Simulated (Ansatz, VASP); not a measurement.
CdS: VASP beside Ansatz

File POSCAR:

```
CdS
1.0
    0.0000000000      2.8378119306      3.0834213127
    2.8378119306      0.0000000000      3.0834213127
    2.8378119306      2.8378119306      0.0000000000
Cd S
1 1
Direct
    0.0000000000      0.0000000000      0.0000000000
    0.2500000000      0.2500000000      0.2500000000
```

INCAR.step1

```
SYSTEM = CdS
PREC = Accurate
ENCUT = 520
ISMEAR = 0
SIGMA = 0.01
LREAL = .FALSE.
LASPH = .TRUE.
NELM = 60
NBANDS = 16
GGA = PE
ALGO = Normal
EDIFF = 1E-4
LWAVE = .TRUE.
LCHARG = .FALSE.
```

INCAR.step2

```
SYSTEM = CdS
PREC = Accurate
ENCUT = 520
EDIFF = 1E-6
ISMEAR = 0
SIGMA = 0.01
LREAL = .FALSE.
LASPH = .TRUE.
NELM = 60
ALGO = Normal
ISIF = 2
LWAVE = .FALSE.
LCHARG = .FALSE.
METAGGA = R2SCAN
LMIXTAU = .TRUE.
NBANDS = 16
ISTART = 1
```

The input KPOINTS:

```
regular mesh
0
G
  8 8 8
  0 0 0
```

Input for Ansatz:

```yaml
crystal:
  lattice:
    - [0.0, 2.8378119306, 3.0834213127]
    - [2.8378119306, 0.0, 3.0834213127]
    - [2.8378119306, 2.8378119306, 0.0]
  atoms:
    - { symbol: Cd, position: [0.0, 0.0, 0.0] }
    - { symbol: S, position: [0.25, 0.25, 0.25] }
kpoints:
  mp_grid: { grid: [8, 8, 8] }
  band_path:
    path:
      - [0.0, 0.0, 0.0]
      - [-0.5, -0.5, 0.0]
      - [-0.375, -0.375, 0.25]
      - [-0.375, 0.0, 0.375]
      - [0.0, 0.0, 0.5]
      - [-0.5, -0.25, 0.25]
    npoints: 1
hamiltonian:
  xc: r2scan
scf:
  occupations: { method: fixed }
  n_extra_bands: 4
output:
  forces: true
  stress: true
  eigenvalues: true
```

Change from the starting cell: epitaxial_xy strain -3.5%.

Alike in both runs: task single point; functional r2SCAN; k mesh 8 × 8 × 8; no spin polarisation.

|  | VASP | Ansatz |
| --- | --- | --- |
| version | VASP 6.6.1 | Ansatz 0.2.0 |
| potentials or method | VASP PAW PBE potentials, release 64 (Cd, S) | plane waves, PAW |
| plane-wave cutoff (eV) | 520 | 500 |
| occupations | gaussian, width 0.01 eV | fixed |
| valence electrons in the cell | 18 | 26 |

|  | VASP | Ansatz | Ansatz less VASP |
| --- | --- | --- | --- |
| gap on the k mesh at the Fermi level (eV) | 1.48 | 1.48 | +0.003 |
| pressure (GPa) | 1.5 | 1.2 | -0.34 |
| traceless stress, the component that is largest in VASP (GPa) | -1.17 | -1.19 | -0.020 |

VASP's potentials were made for PBE, not for r2SCAN. VASP's potentials hold 18 valence electrons a cell and Ansatz's 26, so a difference there can come from the potentials and not from the codes.
